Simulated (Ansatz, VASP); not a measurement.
## LiFeBi3: VASP beside Ansatz

INCAR

```
ALGO     = Fast           # electronic algorithm
EDIFF    = 1E-6           # SCF threshold, eV
ENCUT    = 520            # plane-wave cutoff, eV
GGA      = PE             # functional
ISIF     = 2              # what is computed and relaxed
ISMEAR   = 0              # smearing method
ISPIN    = 2              # spin polarisation
LASPH    = True           # aspherical terms in the spheres
LCHARG   = False          # write CHGCAR
LMAXMIX  = 4              # l up to which the mixer works
LORBIT   = 11             # projections on sites
LREAL    = False          # projectors in reciprocal space
LWAVE    = False          # write WAVECAR
MAGMOM   = 0 4 0 0 0      # initial moments
NBANDS   = 40             # bands
NELM     = 150            # most SCF steps
PREC     = Accurate       # precision mode
SIGMA    = 0.1            # smearing width, eV
```

Contents of KPOINTS:

```
k-points
0
Gamma
  4 4 4
```

Contents of POSCAR:

```
LiFeBi3
1.0
    4.7810372014      0.0000000000      0.0000000000
    0.0000000000      4.7810372014      0.0000000000
    0.0000000000      0.0000000000      4.7810372014
Li Fe Bi
1 1 3
Direct
    0.5000000000      0.5000000000      0.5000000000
    0.0000000000      0.0000000000      0.0000000000
    0.0000000000      0.5000000000      0.5000000000
    0.5000000000      0.0000000000      0.5000000000
    0.5000000000      0.5000000000      0.0000000000
```

Input for Ansatz:

```yaml
crystal:
  lattice:
    - [4.7810372014, 0.0, 0.0]
    - [0.0, 4.7810372014, 0.0]
    - [0.0, 0.0, 4.7810372014]
  atoms:
    - { symbol: Li, position: [0.5, 0.5, 0.5] }
    - { symbol: Fe, position: [0.0, 0.0, 0.0], spin: 4.0 }
    - { symbol: Bi, position: [0.0, 0.5, 0.5] }
    - { symbol: Bi, position: [0.5, 0.0, 0.5] }
    - { symbol: Bi, position: [0.5, 0.5, 0.0] }
basis:
  ecutwfc: 420
kpoints:
  mp_grid: { grid: [4, 4, 4] }
hamiltonian:
  xc: pbe
scf:
  occupations: { method: gaussian, width: 0.1 }
  lower_state_search: "off"
output:
  forces: true
  stress: true
  eigenvalues: true
  populations: true
magnetization:
  spin_polarized: true
```

Alike in both runs: task single point; functional PBE; k mesh 4 × 4 × 4; occupations gaussian, width 0.1 eV; collinear spin.

```csv
,VASP,Ansatz
version,VASP 6.6.1,Ansatz 0.2.0
potentials or method,"VASP PAW PBE potentials, release 64 (Li_sv, Fe, Bi_d), cutoff 520 eV","scalar-relativistic, plane waves, PAW"
valence electrons in the cell,56,64
```

Ansatz gave:

| Quantity | Value |
| --- | --- |
| gap on the k mesh at the Fermi level (eV) | none |
| net moment per atom (μB) | 0.63 |
| size of the moment on the site where the two differ most (μB) | 3.19 |

Task: Which values does VASP return?

Result: gap on the k mesh at the Fermi level (eV): none; net moment per atom (μB): 0.63; size of the moment on the site where the two differ most (μB): 3.08.

Site moments also hang on the region over which each program counts them. A gap of «none» marks a metal or a gap that the smearing closes. The functional is the same, so the differences come from potentials, cutoffs and numerics. VASP's potentials hold 56 valence electrons a cell and Ansatz's 64, so a difference there can come from the potentials and not from the codes.

Neither program's run includes spin-orbit coupling. Noted on VASP's run: the cutoff is short for stress, so the pressure is rough.
